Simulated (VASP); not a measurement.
Wanted: the native input for a VASP 6.6.1 run.

```yaml
Task: single point
Functional: PBE
Potentials_or_basis: VASP PAW PBE potentials, release 64 (Cd, Se)
Cutoff: 520 eV
k_mesh: 6 × 6 × 6
Occupations: gaussian, width 0.02 eV
Spin: no spin polarisation
Dipole_correction: no
Further_INCAR_settings: ALGO = Normal; EDIFF = 1e-07; NBANDS = 42
```

The structure of Cd4Se3 lies in POSCAR:

```
Cd4Se3
1.0
    4.0621124751      2.3452617309      3.6164226057
   -4.0621124751      2.3452617309      3.6164226057
    0.0000000000     -4.6905234619      3.6164226057
Cd Se
4 3
Direct
    0.7208459375      0.7208459375      0.3475955671
    0.1735749501      0.1735749501      0.1735749501
    0.7208459375      0.3475955671      0.7208459375
    0.3475955671      0.7208459375      0.7208459375
    0.9989239931      0.9989239931      0.5428206485
    0.9989239931      0.5428206485      0.9989239931
    0.5428206485      0.9989239931      0.9989239931
```

These files were run (other wordings do the same):

INCAR

```
  PREC = Accurate
  ENCUT = 520
  EDIFF = 1E-7
  ISMEAR = 0
  SIGMA = 0.02
  LREAL = False
  LASPH = True
  NELM = 60
  ALGO = Normal
  ISIF = 2
  LWAVE = False
  LCHARG = True
  GGA = PE
  LELF = True
  LVHAR = True
  NBANDS = 42
```

KPOINTS

```
regular mesh
0
Gamma
  6 6 6
```

Potentials or basis: VASP PAW PBE potentials, release 64 (Cd, Se).

The run is started by

```bash
$ cat potpaw_PBE.64/Cd/POTCAR potpaw_PBE.64/Se/POTCAR > POTCAR
$ mpirun -np 1 vasp_std > vasp.out
```

Results of the run:

```
Pressure               : 0.3 GPa
Largest force          : 0.031 eV/Å
Band gap on the k mesh : 1.05 eV (least direct gap 1.18 eV)
```

Wall time 8 min on 1 thread of Intel Xeon 8259CL, with other jobs on the host, peak memory 0.47 GiB.
